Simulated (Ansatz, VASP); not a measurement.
Two plane-wave programs on V

```xyz
1
Lattice="-1.5130 1.5130 1.5130 1.5130 -1.5130 1.5130 1.5130 1.5130 -1.5130" Properties=species:S:1:pos:R:3 pbc="T T T"
V     0.0000    0.0000    0.0000
```

Alike in both runs: task single point; functional PBE; k mesh 24 × 24 × 24; occupations gaussian, width 0.15 eV; no spin polarisation.

|  | VASP | Ansatz |
| --- | --- | --- |
| version | VASP 6.6.1 | Ansatz 0.2.0 |
| potentials or method | VASP PAW PBE potentials, release 64 (V_sv), cutoff 520 eV | scalar-relativistic, plane waves, PAW |
| valence electrons in the cell | 13 | 13 |

|  | VASP | Ansatz | Ansatz less VASP |
| --- | --- | --- | --- |
| gap on the k mesh at the Fermi level (eV) | none | none | - |
| pressure (GPa) | -4.7 | -5.0 | -0.21 |

A gap of «none» marks a metal or a gap that the smearing closes. With one functional, cell and mesh, what is left measures potentials, basis and numerics.
